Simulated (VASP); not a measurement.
Input of a VASP 6.6.1 run:

POSCAR

```
TaN
1.0
    2.9362710700      0.0000000000      0.0000000000
   -1.4681355300      2.5428853400      0.0000000000
    0.0000000000      0.0000000000      2.8848997300
Ta N
1 1
Direct
    0.3333333300      0.6666666700      0.5000000000
    0.0000000000      0.0000000000      0.0000000000
```

The input INCAR.step1:

```
SYSTEM = TaN
PREC = Accurate
ENCUT = 520
ISMEAR = -1
SIGMA = 0.1
LREAL = .FALSE.
LASPH = .TRUE.
NELM = 80
GGA = PE
ALGO = Normal
EDIFF = 1E-4
LWAVE = .TRUE.
LCHARG = .FALSE.
```

The input INCAR.step2:

```
SYSTEM = TaN
PREC = Accurate
ENCUT = 520
EDIFF = 1E-6
ISMEAR = -1
SIGMA = 0.1
LREAL = .FALSE.
LASPH = .TRUE.
NELM = 80
ALGO = Normal
ISIF = 2
LWAVE = .FALSE.
LCHARG = .FALSE.
METAGGA = R2SCAN
LMIXTAU = .TRUE.
IBRION = 2
NSW = 50
EDIFFG = -0.01
ISTART = 1
```

The input KPOINTS:

```
Automatic mesh
0
G
  13 13 12
  0 0 0
```

Potentials or basis: VASP PAW PBE potentials, release 64 (Ta_pv, N).

Command:

```bash
$ cat potpaw_PBE.64/Ta_pv/POTCAR potpaw_PBE.64/N/POTCAR > POTCAR
$ cp INCAR.step1 INCAR
$ mpirun -np 1 vasp_std > vasp.out
$ cp INCAR.step2 INCAR
$ mpirun -np 1 vasp_std > vasp.out
```

Task: Predict the band gap on the k mesh.

Result: Zero (bands 8 and 9 overlap by 0.37 eV).

Stress tensor (GPa, compression positive):
```
1.47 0.00 0.00
0.00 1.47 0.00
0.00 0.00 1.67
```

Caveat: the PAW data sets were made with another functional, which shifts forces and pressure a little; spin-orbit coupling is left out, which moves the levels of the heavy elements.
